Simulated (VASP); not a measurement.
# MgO (F-43m) in VASP: settings compared

Aim: see how the results for MgO move with the level of theory and the settings. Levels: HSE06, PBE0, HF. Tasks: single point.

Everything below comes from runs of VASP 6.6.1. Logs are shortened: lines on timing, memory, paths and dates and some standing lists are left out, and cuts for length are marked.

### Step 1. The cell of the first run

It takes space group F-43m (No. 216, cubic). Conventional cell: a = 4.564 Å, b = 4.564 Å, c = 4.564 Å, α = 90.00°, β = 90.00°, γ = 90.00°. Within 2.6 Å of Mg (site symmetry -43m) lie 4 O at 1.98 Å. O (site symmetry -43m) has 4 Mg at 1.98 Å within 2.6 Å.

### Step 2. Single point, HSE06

Input file POSCAR:

```
MgO
1.0
    0.0000000000      2.2820056617      2.2820056617
    2.2820056617      0.0000000000      2.2820056617
    2.2820056617      2.2820056617      0.0000000000
Mg O
1 1
Direct
    0.0000000000      0.0000000000      0.0000000000
    0.2500000000      0.2500000000      0.2500000000
```

Input file INCAR.step1:

```
SYSTEM = MgO
PREC     = Accurate       ! precision mode
ENCUT    = 520            ! plane-wave cutoff, eV
EDIFF    = 1E-5           ! SCF threshold, eV
ISMEAR   = 0              ! smearing method
SIGMA    = 0.01           ! smearing width, eV
LREAL    = .False.        ! projectors in reciprocal space
LASPH    = .True.         ! aspherical terms in the spheres
NELM     = 100            ! most SCF steps
ALGO     = Normal         ! electronic algorithm
ISIF     = 2              ! what is computed and relaxed
LWAVE    = .True.         ! write WAVECAR
LCHARG   = .False.        ! write CHGCAR
NBANDS   = 11             ! bands
GGA      = PE             ! functional
```

Input file INCAR.step2:

```
SYSTEM = MgO
PREC     = Accurate       ! precision mode
ENCUT    = 520            ! plane-wave cutoff, eV
EDIFF    = 1E-7           ! SCF threshold, eV
ISMEAR   = 0              ! smearing method
SIGMA    = 0.01           ! smearing width, eV
LREAL    = .False.        ! projectors in reciprocal space
LASPH    = .True.         ! aspherical terms in the spheres
NELM     = 100            ! most SCF steps
ALGO     = Normal         ! electronic algorithm
ISIF     = 2              ! what is computed and relaxed
LWAVE    = .False.        ! write WAVECAR
LCHARG   = .False.        ! write CHGCAR
GGA      = PE             ! functional
LHFCALC  = .True.         ! exact exchange
HFSCREEN = 0.2079         ! screening, 1/A
PRECFOCK = Normal       
NBANDS   = 11             ! bands
ISTART   = 1
```

Input file KPOINTS:

```
Automatic mesh
0
Gamma
  6 6 6
  0 0 0
```

Potentials or basis: VASP PAW PBE potentials, release 64 (Mg, O).

Started as:

```
$ cat potpaw_PBE.64/Mg/POTCAR potpaw_PBE.64/O/POTCAR > POTCAR
$ cp INCAR.step1 INCAR
$ mpirun -np 1 vasp_std > vasp.out
$ cp INCAR.step2 INCAR
$ mpirun -np 1 vasp_std > vasp.out
```

OUTCAR:

```text
SYSTEM = MgO
   PREC = Accurate
   ENCUT = 520
   EDIFF = 1E-7
   ISMEAR = 0
   LREAL = .False.
   LASPH = .True.
   NELM = 100
   ISIF = 2
   GGA = PE
   LHFCALC = .True.
   HFSCREEN = 0.2079
   PRECFOCK = Normal
   ISTART = 1

 ion  position               nearest neighbor table
   1  0.000  0.000  0.000-   2 1.98   2 1.98   2 1.98   2 1.98
   2  0.250  0.250  0.250-   1 1.98   1 1.98   1 1.98   1 1.98

  LATTYP: Found a face centered cubic cell.
 ALAT       =     4.5640113234

  Lattice vectors:

 A1 = (   0.0000000000,   2.2820056617,   2.2820056617)
 A2 = (   2.2820056617,   0.0000000000,   2.2820056617)
 A3 = (   2.2820056617,   2.2820056617,   0.0000000000)

Analysis of symmetry for initial positions (statically):
=====================================================================
 Subroutine PRICEL returns:
 Original cell was already a primitive cell.

 Routine SETGRP: Setting up the symmetry group for a
 face centered cubic supercell.

 Subroutine GETGRP returns: Found 24 space group operations
 (whereof 24 operations were pure point group operations)
 out of a pool of 48 trial point group operations.

The static configuration has the point symmetry T_d .

Analysis of symmetry for dynamics (positions and initial velocities):
=====================================================================
 Subroutine PRICEL returns:
 Original cell was already a primitive cell.

 Routine SETGRP: Setting up the symmetry group for a
 face centered cubic supercell.

 Subroutine GETGRP returns: Found 24 space group operations
 (whereof 24 operations were pure point group operations)
 out of a pool of 48 trial point group operations.

The dynamic configuration has the point symmetry T_d .

 Subroutine INISYM returns: Found 24 space group operations
 (whereof 24 operations are pure point group operations),
 and found     1 'primitive' translations

----------------------------------------------------------------------------------------

                                     Primitive cell

  volume of cell :      23.7673

  direct lattice vectors                    reciprocal lattice vectors
     0.000000000  2.282005662  2.282005662    -0.219105504  0.219105504  0.219105504
     2.282005662  0.000000000  2.282005662     0.219105504 -0.219105504  0.219105504
     2.282005662  2.282005662  0.000000000     0.219105504  0.219105504 -0.219105504

  length of vectors
     3.227243356  3.227243356  3.227243356     0.379501865  0.379501865  0.379501865

  position of ions in fractional coordinates (direct lattice)
     0.000000000  0.000000000  0.000000000
     0.250000000  0.250000000  0.250000000

  ion indices of the primitive-cell ions
   primitive index   ion index
                 1           1
                 2           2

----------------------------------------------------------------------------------------

 KPOINTS: Automatic mesh

Automatic generation of k-mesh.
 Grid dimensions read from file:
 generate k-points for:    6    6    6

 Generating k-lattice:

  Cartesian coordinates                     Fractional coordinates (reciprocal lattice)
    -0.036517584  0.036517584  0.036517584     0.166666667  0.000000000  0.000000000
     0.036517584 -0.036517584  0.036517584     0.000000000  0.166666667  0.000000000
     0.036517584  0.036517584 -0.036517584     0.000000000  0.000000000  0.166666667

  Length of vectors
     0.063250311  0.063250311  0.063250311

  Shift w.r.t. Gamma in fractional coordinates (k-lattice)
     0.000000000  0.000000000  0.000000000

 Subroutine IBZKPT returns following result:
 ===========================================

 Found     16 irreducible k-points:

 Following reciprocal coordinates:
            Coordinates               Weight
  0.000000  0.000000  0.000000      1.000000
  0.166667  0.000000  0.000000      8.000000
  0.333333  0.000000  0.000000      8.000000
  0.500000  0.000000  0.000000      4.000000
  0.166667  0.166667  0.000000      6.000000
  0.333333  0.166667  0.000000     24.000000
[... 8 lines left out ...]
 -0.333333  0.333333  0.166667     24.000000
 -0.333333  0.500000  0.166667     12.000000
   k-points           NKPTS =     16   k-points in BZ     NKDIM =    216   number of bands    NBANDS=     11
   number of dos      NEDOS =    301   number of ions     NIONS =      2
   total plane-waves  NPLWV =  13824
   dimension x,y,z NGX =    24 NGY =   24 NGZ =   24
   dimension x,y,z NGXF=    48 NGYF=   48 NGZF=   48
   ions per type =               1   1
   NGX,Y,Z   is equivalent  to a cutoff of  12.36, 12.36, 12.36 a.u.
   NGXF,Y,Z  is equivalent  to a cutoff of  24.73, 24.73, 24.73 a.u.
 SYSTEM =  MgO
   PREC   = accura    normal or accurate (medium, high low for compatibility)
   ISTART =      1    job   : 0-new  1-cont  2-samecut
   ICHARG =      0    charge: 1-file 2-atom 10-const
   ISPIN  =      1    spin polarized calculation?
   LNONCOLLINEAR =      F non collinear calculations
   LSORBIT =      F    spin-orbit coupling
   LASPH  =      T    aspherical Exc in radial PAW
   ENCUT  =  520.0 eV  38.22 Ry    6.18 a.u.   6.00  6.00  6.00*2*pi/ulx,y,z
   NELM   =    100;   NELMIN=  2; NELMDL=  0     # of ELM steps
   EDIFF  = 0.1E-06   stopping-criterion for ELM
   LREAL  =      F    real-space projection
   EDIFFG = 0.1E-05   stopping-criterion for IOM
   NSW    =      0    number of steps for IOM
   IBRION =     -1    ionic relax: 0-MD 1-quasi-New 2-CG
   NFREE  =      0    steps in history (QN), initial steepest desc. (CG)
   ISIF   =      2    stress and relaxation
   ISYM   =      3    0-nonsym 1-usesym 2-fastsym
   POTIM  = 0.5000    time-step for ionic-motion
   TEBEG  =    0.0;   TEEND  =   0.0 temperature during run
   PSTRESS=    0.0 pullay stress
   NELECT =       8.0000    total number of electrons
   NUPDOWN=      -1.0000    fix difference up-down
   EMIN   =  10.00;   EMAX   =-10.00  energy-range for DOS
   EFERMI =   0.00;   METHOD = LEGACY
   ISMEAR =     0;   SIGMA  =   0.01  broadening in eV -4-tet -1-fermi 0-gaus
   EFERMI_NEDOS =   21; number of points for ismear=-14 and -15
   IALGO  =     38    algorithm
   IMIX   =      1    mixing-type and parameters
     AMIX     =   0.40;   BMIX     =  1.00
     AMIX_MAG =   1.60;   BMIX_MAG =  1.00
  volume/ion in A,a.u.               =      11.88        80.19
  Fermi-wavevector in a.u.,A,eV,Ry     =   1.138793  2.152007 17.644708  1.296849
  Thomas-Fermi vector in A             =   2.275497
   LORBIT       =      0    0 simple, 1 ext, 2 COOP (PROOUT), +10 PAW based schemes
   GGA     = PE    functional components
   LHFCALC =     T    Hartree Fock is set to
   PRECFOCK=normal    Normal, Fast or Accurate (Low or Medium for compatibility)
   ENCUT4O =  -1.0   cutoff for four orbital integrals eV
   NKREDX  =     1    reduce k-point grid by
   NKREDY  =     1    reduce k-point grid by
   NKREDZ  =     1    reduce k-point grid by
   AEXX    =    0.2500 exact exchange contribution
   HFSCREEN=    0.2079 screening length (either q_TF or 0.3 A-1)
   HFSCREENC=   0.2079 screening length for correlation (either q_TF or 0.3 A-1)
   ENCUTFOCK=  -1.0 apply spherical cutoff to Coloumb kernel
   IVDW    =     0    specifies the selected vdW correction
   LEPSILON=     F    determine dielectric tensor
   LRPA    =     F    only Hartree local field effects (RPA)
 non-spin polarized calculation
 Gauss-broadening in eV      SIGMA  =   0.01
  energy-cutoff  :      520.00
  volume of cell :       23.77
 maximum number of plane-waves:       650
  NGX = 20; NGY = 20; NGZ = 20

 number of electron       8.0000007 magnetization

 Free energy of the ion-electron system (eV)
  ---------------------------------------------------
  ext. energy  EPLUGINS =         0.00000000
  ---------------------------------------------------
  free energy    TOTEN  =       -13.94064686 eV

  energy without entropy =      -13.94064686  energy(sigma->0) =      -13.94064686

 E-fermi :  -0.3982     XC(G=0):  -8.0124

 val. band max:       -0.4516646339   @ k =   0.0000   0.0000   0.0000
 cond. band min:       4.7891508025   @ k =   0.0000   0.0000   0.0000
 fundamental gap:      5.2408154363
 Fermi energy:        -0.3981741128

 k-point     1 :       0.0000    0.0000    0.0000
  band No.  band energies     occupation
      1     -17.8291      2.00000
      2      -0.4517      2.00000
      3      -0.4517      2.00000
      4      -0.4517      2.00000
      5       4.7892      0.00000
      6      18.3564      0.00000
      7      18.3564      0.00000
      8      18.3564      0.00000
      9      21.9414      0.00000
     10      21.9414      0.00000
     11      22.0394      0.00000

 k-point     2 :       0.1667    0.0000    0.0000
  band No.  band energies     occupation
      1     -17.6637      2.00000
      2      -1.5332      2.00000
      3      -0.5058      2.00000
      4      -0.5058      2.00000
      5       6.1116      0.00000
      6      16.2662      0.00000
      7      18.0504      0.00000
      8      18.0504      0.00000
      9      20.2508      0.00000
     10      20.2508      0.00000
     11      21.0340      0.00000

 k-point     3 :       0.3333    0.0000    0.0000
  band No.  band energies     occupation
      1     -17.3129      2.00000
      2      -3.0506      2.00000
      3      -0.6108      2.00000
      4      -0.6108      2.00000
      5       8.3529      0.00000
      6      13.2409      0.00000
      7      16.6488      0.00000
      8      16.6488      0.00000
      9      20.8715      0.00000
     10      21.8939      0.00000
     11      21.8939      0.00000

 k-point     4 :       0.5000    0.0000    0.0000
  band No.  band energies     occupation
      1     -17.1263      2.00000
      2      -3.6717      2.00000
      3      -0.6616      2.00000
      4      -0.6616      2.00000
      5      10.1460      0.00000
      6      11.1534      0.00000
      7      16.0759      0.00000
      8      16.0759      0.00000
      9      21.2671      0.00000
     10      23.6066      0.00000
     11      23.6066      0.00000
[... 127 lines left out ...]
 k-point    14 :       0.5000    0.3333    0.1667
  band No.  band energies     occupation
      1     -17.0879      2.00000
      2      -2.8515      2.00000
      3      -1.5276      2.00000
      4      -0.9561      2.00000
      5       8.9517      0.00000
      6      12.7995      0.00000
      7      14.9564      0.00000
      8      17.0184      0.00000
      9      20.0836      0.00000
     10      23.5987      0.00000
     11      25.9670      0.00000

 k-point    15 :      -0.3333    0.3333    0.1667
  band No.  band energies     occupation
      1     -16.9669      2.00000
      2      -2.8283      2.00000
      3      -1.9088      2.00000
      4      -1.1315      2.00000
      5       9.4152      0.00000
      6      12.3802      0.00000
      7      14.9049      0.00000
      8      16.6223      0.00000
      9      21.4690      0.00000
     10      22.3621      0.00000
     11      27.2539      0.00000

 k-point    16 :      -0.3333    0.5000    0.1667
  band No.  band energies     occupation
      1     -16.9134      2.00000
      2      -2.7232      2.00000
      3      -1.7841      2.00000
      4      -1.4901      2.00000
      5       8.5142      0.00000
      6      13.0416      0.00000
      7      15.6780      0.00000
      8      16.1597      0.00000
      9      20.1948      0.00000
     10      24.4921      0.00000
     11      25.7485      0.00000

------------------------ aborting loop because EDIFF is reached ----------------------------------------

  FORCE on cell =-STRESS in cart. coord.  units (eV):
  Direction    XX          YY          ZZ          XY          YZ          ZX
  --------------------------------------------------------------------------------------
  -------------------------------------------------------------------------------------
  Total       -0.0140097     -0.0140097     -0.0140097      0.0000000     -0.0000000      0.0000000
  in kB       -0.9444077     -0.9444077     -0.9444077      0.0000000     -0.0000000      0.0000000
  external PRESSURE =      -0.9444077 kB  Pullay stress =       0.0000000 kB

 VOLUME and BASIS-vectors are now :
 -----------------------------------------------------------------------------
  energy-cutoff  :      520.00
  volume of cell :       23.77
      direct lattice vectors                 reciprocal lattice vectors
     0.000000000  2.282005662  2.282005662    -0.219105504  0.219105504  0.219105504
     2.282005662  0.000000000  2.282005662     0.219105504 -0.219105504  0.219105504
     2.282005662  2.282005662  0.000000000     0.219105504  0.219105504 -0.219105504

 POSITION                                       TOTAL-FORCE (eV/Angst)
 -----------------------------------------------------------------------------------
      0.00000      0.00000      0.00000         0.000000      0.000000      0.000000
      1.14100      1.14100      1.14100        -0.000000     -0.000000     -0.000000
 -----------------------------------------------------------------------------------
    total drift:                                0.000002      0.000002      0.000002

  FREE ENERGIE OF THE ION-ELECTRON SYSTEM (eV)
  ---------------------------------------------------
  free  energy   TOTEN  =       -13.9406468570 eV

  energy  without entropy=      -13.9406468570  energy(sigma->0) =      -13.94064686
```

Run time: 12 min. Hardware: 1 thread of Intel Xeon Platinum 8259CL at 2.50GHz (Skylake/Cascade Lake), shared host; peak memory 0.25 GiB.

Results:

| Item | Value |
| --- | --- |
| Free energy | -13.9406 eV |
| Pressure | -0.1 GPa |
| Band gap on the k mesh | 5.24 eV |

Caveat: the structure was generated, so it needn't be the stable form of MgO; the PAW data sets were made with another functional, which shifts forces and pressure a little.

[end of part 1 of 2]
